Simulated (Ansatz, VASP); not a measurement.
One calculation of BaS, two programs

```
Ba S
1.0
     0.00000    3.21439    3.21439
     3.21439    0.00000    3.21439
     3.21439    3.21439    0.00000
Ba S
1 1
Direct
  0.00000 0.00000 0.00000
  0.50000 0.50000 0.50000
```

Alike in both runs: task single point; functional PBE; k mesh 8 × 8 × 8; occupations fermi-dirac, width 0.02 eV; no spin polarisation.

|  | VASP | Ansatz |
| --- | --- | --- |
| version | VASP 6.6.1 | Ansatz 0.2.0 |
| potentials or method | VASP PAW PBE potentials, release 64 (Ba_sv, S), cutoff 520 eV | all-electron LAPW, scalar-relativistic |

```csv
,VASP,Ansatz,Ansatz less VASP
gap on the k mesh at the Fermi level (eV),2.14,2.23,+0.095
pressure (GPa),0.5,0.0,-0.55
```

Ansatz ran all-electron here, and VASP with PAW potentials.

Spin-orbit coupling is off throughout.
